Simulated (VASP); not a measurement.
# ZrB2 (P6/mmm) in VASP: vibrations by perturbation theory with PBE

Aim: the vibrations by perturbation theory of ZrB2 with PBE.

Everything below comes from runs of VASP 6.6.1. Logs are shortened: lines on timing, memory, paths and dates and some standing lists are left out, and cuts for length are marked.

## Step 1: The cell of the first run

It takes space group P6/mmm (No. 191, hexagonal). Conventional cell: a = 3.172 Å, b = 3.172 Å, c = 3.542 Å, α = 90.00°, β = 90.00°, γ = 120.00°. Within 3.4 Å of Zr (site symmetry 6/mmm) lie 12 B at 2.55 Å and 6 Zr at 3.17 Å. B (site symmetry -6m2) has 3 B at 1.83 Å within 2.4 Å.

## Step 2: Vibrations by perturbation theory, PBE

The input, INCAR:

```
PREC     = Accurate       # precision mode
ENCUT    = 520            # plane-wave cutoff, eV
EDIFF    = 1E-8           # SCF threshold, eV
ISMEAR   = -1             # smearing method
SIGMA    = 0.15           # smearing width, eV
LREAL    = False          # projectors in reciprocal space
LASPH    = True           # aspherical terms in the spheres
NELM     = 80             # most SCF steps
ALGO     = Normal         # electronic algorithm
ISIF     = 2              # what is computed and relaxed
LWAVE    = False          # write WAVECAR
LCHARG   = True           # write CHGCAR
GGA      = PE             # functional
NBANDS   = 16             # bands
IBRION   = 8              # ionic algorithm
NSW      = 1              # ionic steps
```

The input, KPOINTS:

```
Automatic mesh
0
Gamma
  18 18 12
```

The input, POSCAR:

```
ZrB2
1.0
    3.1716141221      0.0000000000      0.0000000000
   -1.5858070610      2.7466984007      0.0000000000
    0.0000000000      0.0000000000      3.5419190140
Zr B
1 2
Direct
    0.0000000000      0.0000000000      0.0000000000
    0.3333333333      0.6666666667      0.5000000000
    0.6666666667      0.3333333333      0.5000000000
```

Potentials or basis: VASP PAW PBE potentials, release 64 (Zr_sv, B).

Command:

```bash
$ cat potpaw_PBE.64/Zr_sv/POTCAR potpaw_PBE.64/B/POTCAR > POTCAR
$ mpirun -np 1 vasp_std > vasp.out
```

OUTCAR:

```text
PREC = Accurate
   ENCUT = 520
   EDIFF = 1E-8
   ISMEAR = -1
   LREAL = False
   LASPH = True
   NELM = 80
   ISIF = 2
   GGA = PE
   IBRION = 8
   NSW = 1

 ion  position               nearest neighbor table
   1  0.000  0.000  0.000-   2 2.55   3 2.55   2 2.55   3 2.55   2 2.55   2 2.55   3 2.55   3 2.55
                             3 2.55   3 2.55   2 2.55   2 2.55
   2  0.333  0.667  0.500-   3 1.83   3 1.83   3 1.83   1 2.55   1 2.55   1 2.55   1 2.55   1 2.55
                             1 2.55
   3  0.667  0.333  0.500-   2 1.83   2 1.83   2 1.83   1 2.55   1 2.55   1 2.55   1 2.55   1 2.55
                             1 2.55

  LATTYP: Found a hexagonal cell.
 ALAT       =     3.1716141221
 C/A-ratio  =     1.1167559727

  Lattice vectors:

 A1 = (   3.1716141221,   0.0000000000,   0.0000000000)
 A2 = (  -1.5858070610,   2.7466984007,   0.0000000000)
 A3 = (   0.0000000000,   0.0000000000,   3.5419190140)

Analysis of symmetry for initial positions (statically):
=====================================================================
 Subroutine PRICEL returns:
 Original cell was already a primitive cell.

 Routine SETGRP: Setting up the symmetry group for a
 hexagonal supercell.

 Subroutine GETGRP returns: Found 24 space group operations
 (whereof 24 operations were pure point group operations)
 out of a pool of 24 trial point group operations.

The static configuration has the point symmetry D_6h.

Analysis of symmetry for dynamics (positions and initial velocities):
=====================================================================
 Subroutine PRICEL returns:
 Original cell was already a primitive cell.

 Routine SETGRP: Setting up the symmetry group for a
 hexagonal supercell.

 Subroutine GETGRP returns: Found 24 space group operations
 (whereof 24 operations were pure point group operations)
 out of a pool of 24 trial point group operations.

[... 636 lines left out ...]
 POSITION                                       TOTAL-FORCE (eV/Angst)
 -----------------------------------------------------------------------------------
      0.00000      0.00000      0.00000        -0.000000      0.000000      0.000000
     -0.00000      1.83113      1.77096         0.000000      0.000000      0.000000
      1.58581      0.91557      1.77096        -0.000000     -0.000000      0.000000
 -----------------------------------------------------------------------------------
    total drift:                               -0.000000      0.000000      0.000000

  FREE ENERGIE OF THE ION-ELECTRON SYSTEM (eV)
  ---------------------------------------------------
  free  energy   TOTEN  =       -24.9887317871 eV

  energy  without entropy=      -24.9669780370  energy(sigma->0) =      -24.97785491

[... ionic steps 2 to 3 ...]

--------------------------------------- Ionic step        4  -------------------------------------------

------------------------ aborting loop because EDIFF is reached ----------------------------------------
[... 11 lines left out ...]
[... ionic steps 8 to 8 ...]

--------------------------------------- Ionic step        9  -------------------------------------------

 Free energy of the ion-electron system (eV)
  ---------------------------------------------------
  ---------------------------------------------------
  free energy    TOTEN  =        -0.04491491 eV

  energy without entropy =       -0.04491491

------------------------ aborting loop because EDIFF is reached ----------------------------------------

 INTERNAL STRAIN TENSOR  FOR ION    2  DIRECTION 3   (eV/Angst):
 -----------------------------------------------------------------------------
    -0.00327 -0.00000 -0.00000
     0.00000 -0.00327  0.00000
    -0.00000 -0.00000  0.00236

 INTERNAL STRAIN TENSOR FOR ION    3 for displacements in x,y,z  (eV/Angst):
          X           Y           Z          XY          YZ          ZX
  --------------------------------------------------------------------------------
  x    -0.00000     0.00000     0.00000    -2.08692     0.00000     0.00000
  y    -2.08692     2.08692     0.00000     0.00000     0.00000     0.00000
  z     0.00000     0.00000     0.00000    -0.00000     0.00000    -0.00000

 SECOND DERIVATIVES (NOT SYMMETRIZED)
 ------------------------------------
               1X          1Y          1Z          2X          2Y          2Z          3X          3Y          3Z
  1X   -12.950126   -0.000000    0.000000    6.475063    0.000000    0.000000    6.475063    0.000000    0.000000
  1Y    -0.000000  -12.950126    0.000000    0.000000    6.475063    0.000000    0.000000    6.475063    0.000000
  1Z     0.000000    0.000000  -14.066770   -0.000000    0.000000    7.033385    0.000000    0.000000    7.033385
  2X     6.472200    0.000000    0.000000  -14.920578   -0.000000    0.000000    8.448378    0.000000    0.000000
  2Y     0.000000    6.472200    0.000000   -0.000000  -14.920578    0.000000    0.000000    8.448378    0.000000
  2Z    -0.000000    0.000000    7.031669    0.000000    0.000000   -9.572590    0.000000   -0.000000    2.540921
  3X     6.472200    0.000000    0.000000    8.448378    0.000000    0.000000  -14.920578   -0.000000    0.000000
  3Y     0.000000    6.472200    0.000000    0.000000    8.448378    0.000000   -0.000000  -14.920578    0.000000
  3Z    -0.000000    0.000000    7.031669    0.000000   -0.000000    2.540921    0.000000    0.000000   -9.572590

 Eigenvectors and eigenvalues of the dynamical matrix
 ----------------------------------------------------

   1 f  =   22.984627 THz   144.416668 2PiTHz  766.684617 cm-1    95.056735 meV
             X         Y         Z           dx          dy          dz
      0.000000  0.000000  0.000000    -0.000000   -0.000000   -0.000000
     -0.000000  1.831132  1.770960     0.637465    0.306004    0.000000
      1.585807  0.915566  1.770960    -0.637465   -0.306004   -0.000000
[... 43 lines left out ...]
   9 f/i=    0.001171 THz     0.007359 2PiTHz    0.039066 cm-1     0.004844 meV
             X         Y         Z           dx          dy          dz
      0.000000  0.000000  0.000000     0.820347    0.367908   -0.000000
     -0.000000  1.831132  1.770960     0.282470    0.126682   -0.000000
      1.585807  0.915566  1.770960     0.282470    0.126682   -0.000000

--------------------------------------------------------------------------------------------------------

 ELASTIC MODULI CONTR FROM IONIC RELAXATION (kBar)
 Direction    XX          YY          ZZ          XY          YZ          ZX
 --------------------------------------------------------------------------------
 XX         -19.3545     19.3545      0.0000     -0.0000      0.0000     -0.0000
 YY          19.3545    -19.3545     -0.0000     -0.0000      0.0000      0.0000
 ZZ           0.0000     -0.0000     -0.0000      0.0000      0.0000     -0.0000
 XY          -0.0000     -0.0000      0.0000    -19.3545      0.0000      0.0000
 YZ           0.0000      0.0000      0.0000      0.0000      0.0000      0.0000
 ZX          -0.0000      0.0000     -0.0000      0.0000      0.0000     -0.0000
 --------------------------------------------------------------------------------
```

OSZICAR:

```text
N       E                     dE             d eps       ncg     rms          rms(c)
DAV:   1     0.103473724539E+03    0.10347E+03   -0.96496E+03  8288   0.112E+03
DAV:   2    -0.234262218015E+02   -0.12690E+03   -0.12198E+03 10800   0.290E+02
DAV:   3    -0.276251138495E+02   -0.41989E+01   -0.41805E+01 12936   0.451E+01
DAV:   4    -0.276737765186E+02   -0.48663E-01   -0.48654E-01 10032   0.465E+00
[... 99 lines left out ...]
RMM:   9    -0.449146460952E-01    0.62752E-06   -0.90271E-07 28997   0.110E-03    0.795E-05
RMM:  10    -0.449149134870E-01   -0.26739E-06   -0.37075E-07 29530   0.570E-04    0.156E-05
RMM:  11    -0.449149125664E-01    0.92068E-09   -0.26236E-07 30986   0.273E-04    0.138E-05
RMM:  12    -0.449149085405E-01    0.40259E-08   -0.75400E-08 30774   0.134E-04    0.934E-06
 Linear response finished
```

Run time: 19 min. Hardware: 1 thread of AMD EPYC 9R45 (Zen 5), shared host; peak memory 1.1 GiB.

Results:

| Quantity | Value |
| --- | --- |
| Highest phonon frequency at Γ | 767 cm⁻¹ |

Phonon frequencies in cm⁻¹ (negative: imaginary):
```
              q point                    frequencies
(0.000, 0.000, 0.000)  0 0 0 449 449 468 552 767 767
```
